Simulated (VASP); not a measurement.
# LuTlAu4 (P4/mmm) in VASP: notebook, part 2 of 2

VASP 6.6.1. Earlier steps stand in the parts before.

## Step 3: Single point, PBE

This run uses another cell than the first one, of 34.47 Å³/atom.

INCAR

```
SYSTEM = LuTlAu4
  ALGO = Fast
  EDIFF = 1E-6
  ENCUT = 520
  GGA = PE
  ISIF = 2
  ISMEAR = 0
  LASPH = .TRUE.
  LCHARG = .FALSE.
  LREAL = .FALSE.
  LWAVE = .FALSE.
  NBANDS = 50
  NELM = 60
  PREC = Accurate
  SIGMA = 0.1
```

KPOINTS

```
k-points
0
G
  8 8 6
  0 0 0
```

POSCAR

```
LuTlAu4
1.0
    5.0894638155      0.0000000000      0.0000000000
    0.0000000000      5.0894638155      0.0000000000
    0.0000000000      0.0000000000      7.9851545971
Lu Tl Au
1 1 4
Direct
    0.0000000000      0.0000000000      0.0000000000
    0.5000000000      0.5000000000      0.5000000000
    0.5000000000      0.5000000000      0.8394127297
    0.5000000000      0.5000000000      0.1605872703
    0.5000000000      0.0000000000      0.5000000000
    0.0000000000      0.5000000000      0.5000000000
```

Potentials or basis: VASP PAW PBE potentials, release 64 (Lu, Tl_d, Au).

Launch:

```
cat potpaw_PBE.64/Lu/POTCAR potpaw_PBE.64/Tl_d/POTCAR potpaw_PBE.64/Au/POTCAR > POTCAR
mpirun -np 1 vasp_std > vasp.out
```

OUTCAR:

```text
SYSTEM = LuTlAu4
   EDIFF = 1E-6
   ENCUT = 520
   GGA = PE
   ISIF = 2
   ISMEAR = 0
   LASPH = .TRUE.
   LREAL = .FALSE.
   NELM = 60
   PREC = Accurate

 ion  position               nearest neighbor table
   1  0.000  0.000  0.000-
   2  0.500  0.500  0.500-   5 2.54   6 2.54   5 2.54   6 2.54   3 2.71   4 2.71
   3  0.500  0.500  0.839-   4 2.56   2 2.71
   4  0.500  0.500  0.161-   3 2.56   2 2.71
   5  0.500  0.000  0.500-   2 2.54   2 2.54   6 3.60   6 3.60   6 3.60   6 3.60
   6  0.000  0.500  0.500-   2 2.54   2 2.54   5 3.60   5 3.60   5 3.60   5 3.60

  LATTYP: Found a simple tetragonal cell.
 ALAT       =     5.0894638155
 C/A-ratio  =     1.5689579269

  Lattice vectors:

 A1 = (   5.0894638155,   0.0000000000,   0.0000000000)
 A2 = (   0.0000000000,   5.0894638155,   0.0000000000)
 A3 = (   0.0000000000,   0.0000000000,   7.9851545971)

Analysis of symmetry for initial positions (statically):
=====================================================================
 Subroutine PRICEL returns:
 Original cell was already a primitive cell.

 Routine SETGRP: Setting up the symmetry group for a
 simple tetragonal supercell.

 Subroutine GETGRP returns: Found 16 space group operations
 (whereof 16 operations were pure point group operations)
 out of a pool of 16 trial point group operations.

The static configuration has the point symmetry D_4h.

Analysis of symmetry for dynamics (positions and initial velocities):
=====================================================================
 Subroutine PRICEL returns:
 Original cell was already a primitive cell.

 Routine SETGRP: Setting up the symmetry group for a
 simple tetragonal supercell.

 Subroutine GETGRP returns: Found 16 space group operations
 (whereof 16 operations were pure point group operations)
 out of a pool of 16 trial point group operations.

The dynamic configuration has the point symmetry D_4h.

 Subroutine INISYM returns: Found 16 space group operations
 (whereof 16 operations are pure point group operations),
 and found     1 'primitive' translations

----------------------------------------------------------------------------------------

                                     Primitive cell

  volume of cell :     206.8366

  direct lattice vectors                    reciprocal lattice vectors
     5.089463816  0.000000000  0.000000000     0.196484352  0.000000000  0.000000000
     0.000000000  5.089463816  0.000000000     0.000000000  0.196484352  0.000000000
     0.000000000  0.000000000  7.985154597     0.000000000  0.000000000  0.125232391

  length of vectors
     5.089463816  5.089463816  7.985154597     0.196484352  0.196484352  0.125232391

  position of ions in fractional coordinates (direct lattice)
     0.000000000  0.000000000  0.000000000
     0.500000000  0.500000000  0.500000000
     0.500000000  0.500000000  0.839412730
     0.500000000  0.500000000  0.160587270
     0.500000000  0.000000000  0.500000000
     0.000000000  0.500000000  0.500000000

  ion indices of the primitive-cell ions
   primitive index   ion index
                 1           1
                 2           2
                 3           3
                 4           4
                 5           5
                 6           6
[... 30 lines left out ...]
  0.125000  0.000000  0.000000      4.000000
  0.250000  0.000000  0.000000      4.000000
  0.375000  0.000000  0.000000      4.000000
  0.500000  0.000000  0.000000      2.000000
  0.125000  0.125000  0.000000      4.000000
[... 16 lines left out ...]
  0.375000  0.125000  0.166667     16.000000
  0.500000  0.125000  0.166667      8.000000
 [... further k-points ...]
   k-points           NKPTS =     60   k-points in BZ     NKDIM =     60   number of bands    NBANDS=     50
   number of dos      NEDOS =    301   number of ions     NIONS =      6
   total plane-waves  NPLWV =  96000
   dimension x,y,z NGX =    40 NGY =   40 NGZ =   60
   dimension x,y,z NGXF=    80 NGYF=   80 NGZF=  120
   ions per type =               1   1   4
   NGX,Y,Z   is equivalent  to a cutoff of  13.07, 13.07, 12.49 a.u.
   NGXF,Y,Z  is equivalent  to a cutoff of  26.13, 26.13, 24.98 a.u.
 SYSTEM =  LuTlAu4
   PREC   = accura    normal or accurate (medium, high low for compatibility)
   ISTART =      0    job   : 0-new  1-cont  2-samecut
   ICHARG =      2    charge: 1-file 2-atom 10-const
   ISPIN  =      1    spin polarized calculation?
   LNONCOLLINEAR =      F non collinear calculations
   LSORBIT =      F    spin-orbit coupling
   LASPH  =      T    aspherical Exc in radial PAW
   ENCUT  =  520.0 eV  38.22 Ry    6.18 a.u.   9.46  9.46 14.85*2*pi/ulx,y,z
   NELM   =     60;   NELMIN=  2; NELMDL= -5     # of ELM steps
   EDIFF  = 0.1E-05   stopping-criterion for ELM
   LREAL  =      F    real-space projection
   EDIFFG = 0.1E-04   stopping-criterion for IOM
   NSW    =      0    number of steps for IOM
   IBRION =     -1    ionic relax: 0-MD 1-quasi-New 2-CG
   NFREE  =      0    steps in history (QN), initial steepest desc. (CG)
   ISIF   =      2    stress and relaxation
   ISYM   =      2    0-nonsym 1-usesym 2-fastsym
   POTIM  = 0.5000    time-step for ionic-motion
   TEBEG  =    0.0;   TEEND  =   0.0 temperature during run
   PSTRESS=    0.0 pullay stress
   NELECT =      82.0000    total number of electrons
   NUPDOWN=      -1.0000    fix difference up-down
   EMIN   =  10.00;   EMAX   =-10.00  energy-range for DOS
   EFERMI =   0.00;   METHOD = LEGACY
   ISMEAR =     0;   SIGMA  =   0.10  broadening in eV -4-tet -1-fermi 0-gaus
   EFERMI_NEDOS =   21; number of points for ismear=-14 and -15
   IALGO  =     68    algorithm
   IMIX   =      4    mixing-type and parameters
     AMIX     =   0.40;   BMIX     =  1.00
     AMIX_MAG =   1.60;   BMIX_MAG =  1.00
  volume/ion in A,a.u.               =      34.47       232.63
  Fermi-wavevector in a.u.,A,eV,Ry     =   1.202644  2.272667 19.678812  1.446352
  Thomas-Fermi vector in A             =   2.338419
   LORBIT       =      0    0 simple, 1 ext, 2 COOP (PROOUT), +10 PAW based schemes
   GGA     = PE    functional components
   LHFCALC =     F    Hartree Fock is set to
   AEXX    =    0.0000 exact exchange contribution
   IVDW    =     0    specifies the selected vdW correction
   LEPSILON=     F    determine dielectric tensor
   LRPA    =     F    only Hartree local field effects (RPA)
 non-spin polarized calculation
 RMM-DIIS sequential band-by-band and
 Gauss-broadening in eV      SIGMA  =   0.10
  energy-cutoff  :      520.00
  volume of cell :      206.84
 maximum number of plane-waves:      5598
 NGX is ok and might be reduce to    40
   NGX = 19   NGY = 19   NGZ = 29

 number of electron      82.0000026 magnetization

 Free energy of the ion-electron system (eV)
  ---------------------------------------------------
  ext. energy  EPLUGINS =         0.00000000
  ---------------------------------------------------
  free energy    TOTEN  =       -15.11103356 eV

  energy without entropy =      -15.09863961  energy(sigma->0) =      -15.10483659

 E-fermi :   2.6699     XC(G=0):  -8.8820

 val. band max:        2.6540616038   @ k =   0.5000   0.0000   0.3333
 cond. band min:       2.6788545089   @ k =   0.3750   0.1250   0.0000
 fundamental gap:      0.0247929050
 Fermi energy:         2.6698659273

 k-point     1 :       0.0000    0.0000    0.0000
  band No.  band energies     occupation
      1     -56.5701      2.00000
      2     -27.1375      2.00000
      3     -27.0308      2.00000
      4     -27.0308      2.00000
      5      -9.6966      2.00000
      6      -9.3416      2.00000
[... 1261 lines left out ...]
     49       6.8506      0.00000
     50       6.8616      0.00000

 [... further k-points ...]

------------------------ aborting loop because EDIFF is reached ----------------------------------------

  FORCE on cell =-STRESS in cart. coord.  units (eV):
  Direction    XX          YY          ZZ          XY          YZ          ZX
  --------------------------------------------------------------------------------------
  -------------------------------------------------------------------------------------
  Total       -0.4584943     -0.4584943     -0.4902250      0.0000000      0.0000000     -0.0000000
  in kB       -3.5515432     -3.5515432     -3.7973330      0.0000000      0.0000000     -0.0000000
  external PRESSURE =      -3.6334731 kB  Pullay stress =       0.0000000 kB

 VOLUME and BASIS-vectors are now :
 -----------------------------------------------------------------------------
  energy-cutoff  :      520.00
  volume of cell :      206.84
      direct lattice vectors                 reciprocal lattice vectors
     5.089463816  0.000000000  0.000000000     0.196484352  0.000000000  0.000000000
     0.000000000  5.089463816  0.000000000     0.000000000  0.196484352  0.000000000
     0.000000000  0.000000000  7.985154597     0.000000000  0.000000000  0.125232391

 POSITION                                       TOTAL-FORCE (eV/Angst)
 -----------------------------------------------------------------------------------
      0.00000      0.00000      0.00000        -0.000000      0.000000     -0.000000
      2.54473      2.54473      3.99258        -0.000000      0.000000     -0.000000
      2.54473      2.54473      6.70284         0.000000      0.000000      0.016209
      2.54473      2.54473      1.28231        -0.000000     -0.000000     -0.016209
      2.54473      0.00000      3.99258        -0.000000      0.000000     -0.000000
      0.00000      2.54473      3.99258        -0.000000      0.000000     -0.000000
 -----------------------------------------------------------------------------------
    total drift:                               -0.000000     -0.000000      0.000000

  FREE ENERGIE OF THE ION-ELECTRON SYSTEM (eV)
  ---------------------------------------------------
  free  energy   TOTEN  =       -15.1110335582 eV

  energy  without entropy=      -15.0986396146  energy(sigma->0) =      -15.10483659
```

Run time: 16 min. Hardware: 1 thread of Intel Xeon 6975P-C (Granite Rapids), shared host; peak memory 0.73 GiB.

Results:

- Free energy: -15.1110 eV
- Pressure: -0.4 GPa
- Largest force: 0.016 eV/Å
- Band gap on the k mesh: zero (bands 41 and 42 overlap by 1.37 eV)

Forces in eV/Å, atoms in the order of the input:
```
Lu   0.000  0.000  0.000
Tl   0.000  0.000  0.000
Au   0.000  0.000  0.016
Au   0.000  0.000 -0.016
Au   0.000  0.000  0.000
Au   0.000  0.000  0.000
```

Caveat: spin-orbit coupling is left out, which moves the levels of the heavy elements.

The gap in the log of VASP goes by the Fermi energy; the results here count the filled bands.